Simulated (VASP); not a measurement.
**From an Ansatz input to VASP: MgO (strained rocksalt)**

Ansatz input

```yaml
crystal:
  lattice:
    - [0.0, 2.1862541121, 2.1862541121]
    - [2.1862541121, 0.0, 2.1862541121]
    - [2.1862541121, 2.1862541121, 0.0]
  atoms:
    - { symbol: Mg, position: [0.0, 0.0, 0.0] }
    - { symbol: O, position: [0.5, 0.5, 0.5] }
kpoints:
  mp_grid: { grid: [10, 10, 10] }
  band_path:
    path:
      - [0.0, 0.0, 0.0]
      - [0.5, 0.0, 0.5]
      - [0.625, 0.25, 0.625]
      - [0.375, 0.375, 0.75]
      - [0.5, 0.5, 0.5]
      - [0.5, 0.25, 0.75]
    npoints: 1
hamiltonian:
  xc: r2scan
scf:
  occupations: { method: fixed }
  n_extra_bands: 4
output:
  forces: true
  stress: true
  eigenvalues: true
```

Problem. Which VASP files do the same job?

Solution. 

INCAR

```
PREC = Accurate
NELM = 120
LASPH = .TRUE.
IBRION = -1
EDIFF = 1E-7
NBANDS = 11
LELF = .TRUE.
METAGGA = R2SCAN
ALGO = Normal
ENCUT = 520
LCHARG = .TRUE.
ISIF = 2
LWAVE = .FALSE.
LREAL = .FALSE.
SIGMA = 0.01
NSW = 0
ISMEAR = 0
```

KPOINTS

```
KPOINTS created by Atomic Simulation Environment
0
Gamma
10 10 10
0 0 0
```

KPOINTS_OPT

```
special points
6
Reciprocal
0.0000000000 0.0000000000 0.0000000000 1
0.5000000000 0.0000000000 0.5000000000 1
0.6250000000 0.2500000000 0.6250000000 1
0.3750000000 0.3750000000 0.7500000000 1
0.5000000000 0.5000000000 0.5000000000 1
0.5000000000 0.2500000000 0.7500000000 1
```

POSCAR

```
Mg O
 1.0000000000000000
     0.0000000000000000    2.1862541120999999    2.1862541120999999
     2.1862541120999999    0.0000000000000000    2.1862541120999999
     2.1862541120999999    2.1862541120999999    0.0000000000000000
 Mg  O
   1   1
Cartesian
  0.0000000000000000  0.0000000000000000  0.0000000000000000
  2.1862541121000003  2.1862541121000003  2.1862541121000003
```

VASP ran with the recommended PBE PAW datasets (8 valence electrons in the cell). Other inputs would serve too.

```tsv
	Ansatz	VASP
gap between bands v and c	4.57 eV	4.55 eV
least direct gap	4.57 eV	4.55 eV
pressure	-15.4 GPa	-16.5 GPa
```

Datasets and cutoffs are each program's own. VASP's cell holds 8 valence electrons and Ansatz's 16. Ansatz's stress includes a Pulay correction; VASP's doesn't.

VASP's potentials hold 8 valence electrons a cell and Ansatz's 16, so a difference between the two programs can come from the potentials and not from the codes.
